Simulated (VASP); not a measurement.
The system is Si2W.

```
CELL_PARAMETERS angstrom
-1.59612 1.59612 3.88867
1.59612 -1.59612 3.88867
1.59612 1.59612 -3.88867
ATOMIC_POSITIONS crystal
W 0.00000 0.00000 0.00000
Si 0.66530 0.66530 0.00000
Si 0.33470 0.33470 0.00000
```

Base run:

* Program: VASP 6.6.1
* Functional: PBEsol
* Potentials or basis: VASP PAW PBE potentials, release 64 (W_sv, Si)
* Cutoff: 520 eV
* k mesh: 12 × 12 × 12
* Occupations: fermi-dirac, width 0.05 eV
* Spin: no spin polarisation

Its results: band gap on the k mesh zero (bands 11 and 12 overlap by 1.33 eV); pressure 3.2 GPa; largest force 0.082 eV/Å.

The run is repeated on the same cell with these changes: functional from PBEsol to LDA; potentials or basis from VASP PAW PBE potentials, release 64 (W_sv, Si) to VASP PAW LDA potentials, release 64 (W_sv, Si). What comes out?

Band gap on the k mesh zero (bands 11 and 12 overlap by 1.33 eV); pressure -0.4 GPa; largest force 0.015 eV/Å.

Caveats: spin-orbit coupling is left out, which moves the levels of the heavy elements; the cell stands under pressure (at least some runs); the PAW data sets were made with another functional, which shifts forces and pressure a little (at least some runs).
